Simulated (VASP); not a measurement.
Input of a VASP 6.6.1 run:

Contents of INCAR:

```
SYSTEM = GaAs
ALGO = Normal
EDIFF = 1E-6
ENCUT = 500
GGA = PE
GGA_COMPAT = .False.
ISIF = 2
ISMEAR = -1
LASPH = .True.
LCHARG = .True.
LELF = .True.
LREAL = .False.
LVHAR = .True.
LWAVE = .False.
NBANDS = 16
NELM = 120
PREC = Accurate
SIGMA = 0.025
```

Contents of KPOINTS:

```
k-points
0
Gamma
  6 6 6
  0 0 0
```

POSCAR

```
GaAs
1.0
    0.0000000000      2.8200000000      2.8200000000
    2.8200000000      0.0000000000      2.8200000000
    2.8200000000      2.8200000000      0.0000000000
Ga As
1 1
Direct
    0.0000000000      0.0000000000      0.0000000000
    0.2500000000      0.2500000000      0.2500000000
```

Potentials or basis: VASP PAW PBE potentials, release 64 (Ga_d, As).

The run is started by

```sh
$ cat potpaw_PBE.64/Ga_d/POTCAR potpaw_PBE.64/As/POTCAR > POTCAR
$ mpirun -np 1 vasp_std > vasp.out
```

Predict the pressure.

4.0 GPa.

Estimate the band gap on the k mesh.

0.57 eV.

Caveat: the cell stands under pressure. A k mesh can miss the band edges.
